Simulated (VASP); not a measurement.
Wanted: the native input for a VASP 6.6.1 run.

| Quantity | Value |
| --- | --- |
| Task | single point |
| Functional | r2SCAN |
| Potentials or basis | VASP PAW PBE potentials, release 64 (K_sv, F) |
| Cutoff | 520 eV |
| k mesh | 8 × 8 × 8 |
| Occupations | gaussian, width 0.02 eV |
| Spin | no spin polarisation |
| Dipole correction | no |
| Further INCAR settings | ALGO = Normal; EDIFF = 1e-06; NBANDS = 15 |

The system is KF.

```
K F
1.0
     0.00000    2.97636    2.97636
     2.97636    0.00000    2.97636
     2.97636    2.97636    0.00000
K F
1 1
Direct
  0.75000 0.75000 0.75000
  0.00000 0.00000 0.00000
```

One way to write it, as run:

POSCAR

```
KF
1.0
    0.0000000000      2.9763631419      2.9763631419
    2.9763631419      0.0000000000      2.9763631419
    2.9763631419      2.9763631419      0.0000000000
K F
1 1
Direct
    0.7500000000      0.7500000000      0.7500000000
    0.0000000000      0.0000000000      0.0000000000
```

INCAR.step1

```
PREC = Accurate
ENCUT = 520
ISMEAR = 0
SIGMA = 0.02
LREAL = F
LASPH = T
NELM = 80
NBANDS = 15
GGA = PE
ALGO = Normal
EDIFF = 1E-4
LWAVE = T
LCHARG = F
```

INCAR.step2

```
PREC = Accurate
ENCUT = 520
EDIFF = 1E-6
ISMEAR = 0
SIGMA = 0.02
LREAL = F
LASPH = T
NELM = 80
ALGO = Normal
ISIF = 2
LWAVE = F
LCHARG = F
METAGGA = R2SCAN
LMIXTAU = T
NBANDS = 15
ISTART = 1
```

KPOINTS

```
regular mesh
0
Gamma
  8 8 8
```

Potentials or basis: VASP PAW PBE potentials, release 64 (K_sv, F).

Launch:

```bash
$ cat potpaw_PBE.64/K_sv/POTCAR potpaw_PBE.64/F/POTCAR > POTCAR
$ cp INCAR.step1 INCAR
$ mpirun -np 1 vasp_std > vasp.out
$ cp INCAR.step2 INCAR
$ mpirun -np 1 vasp_std > vasp.out
```

Results of the run:

* Pressure: -0.9 GPa
* Band gap on the k mesh: 5.64 eV (least direct gap 5.82 eV)

Caveat: the PAW data sets were made with another functional, which shifts forces and pressure a little.

Run time: 33 s on 1 thread of Intel(R) Xeon(R) 6975P-C (Granite Rapids), with other jobs on the host, peak memory 0.18 GiB.
